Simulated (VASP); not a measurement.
Set up this calculation in VASP 6.6.1, as the native input.

* Task: relaxation of cell and atoms
* Functional: PBE
* Potentials or basis: VASP PAW PBE potentials, release 64 (Ni)
* Cutoff: 600 eV
* k mesh: 15 × 15 × 15
* Occupations: fermi-dirac, width 0.1 eV
* Spin: no spin polarisation
* Dipole correction: no
* Further INCAR settings: ALGO = Normal; EDIFF = 1e-07; IBRION = 2; EDIFFG = -0.01; NSW = 80; ISIF = 3

The structure of Ni lies in POSCAR:

```
Ni
1.0
    0.0000000000      1.7619400000      1.7619400000
    1.7619400000      0.0000000000      1.7619400000
    1.7619400000      1.7619400000      0.0000000000
Ni
1
Direct
    0.0000000000      0.0000000000      0.0000000000
```

The input as run:

INCAR

```
PREC = Accurate
ENCUT = 600
EDIFF = 1E-7
ISMEAR = -1
SIGMA = 0.1
LREAL = F
LASPH = T
NELM = 60
ALGO = Normal
ISIF = 3
LWAVE = F
LCHARG = F
GGA = PE
IBRION = 2
NSW = 80
EDIFFG = -0.01
```

KPOINTS

```
Automatic mesh
0
Gamma
  15 15 15
```

Potentials or basis: VASP PAW PBE potentials, release 64 (Ni).

The run is started by

```console
$ cat potpaw_PBE.64/Ni/POTCAR > POTCAR
$ mpirun -np 1 vasp_std > vasp.out
```

It gave:

```json
{
 "Relaxed volume": "10.85 Å³/atom",
 "Relaxed cell": "a = 2.485 Å, b = 2.485 Å, c = 2.485 Å, α = 60.00°, β = 60.00°, γ = 60.00°",
 "Space group after relaxing (to 0.05 Å)": "Fm-3m (No. 225)",
 "Energy gained by relaxing": "0.5 meV/atom",
 "Ionic steps": "3",
 "Pressure after relaxing": "0.0 GPa",
 "Band gap on the k mesh": "zero (band 5 reaches 9.39 eV, above the bottom of band 6 at 8.43 eV)"
}
```

Caveat: the run has no spin polarisation, though such a crystal can be magnetic.

It took 12 s on 1 thread of Intel(R) Xeon(R) 6975P-C (Granite Rapids), with other jobs on the host, peak memory 0.14 GiB.
